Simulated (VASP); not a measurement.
A run of VASP 6.6.1:

File INCAR:

```
PREC = Accurate
ENCUT = 520
EDIFF = 1E-7
ISMEAR = 0
SIGMA = 0.05
LREAL = False
LASPH = True
NELM = 80
ALGO = Normal
ISIF = 2
LWAVE = False
LCHARG = False
GGA = PE
NBANDS = 14
```

KPOINTS

```
Automatic mesh
0
Gamma
  12 12 12
```

Contents of POSCAR:

```
HfC
1.0
    0.0000000000      2.3257706793      2.3257706793
    2.3257706793      0.0000000000      2.3257706793
    2.3257706793      2.3257706793      0.0000000000
Hf C
1 1
Direct
    0.5000000000      0.5000000000      0.5000000000
    0.0000000000      0.0000000000      0.0000000000
```

Potentials or basis: VASP PAW PBE potentials, release 64 (Hf_pv, C).

Launch:

```console
$ cat potpaw_PBE.64/Hf_pv/POTCAR potpaw_PBE.64/C/POTCAR > POTCAR
$ mpirun -np 1 vasp_std > vasp.out
```

Hardware: 1 thread of Intel Xeon 8259CL, with other jobs on the host.

Question: How long does it take, and how much memory?

Answer: Run time: 26 s on 1 thread of Intel Xeon 8259CL, on a shared host, peak memory 0.16 GiB. Counts: scf iterations 14, k points 72.
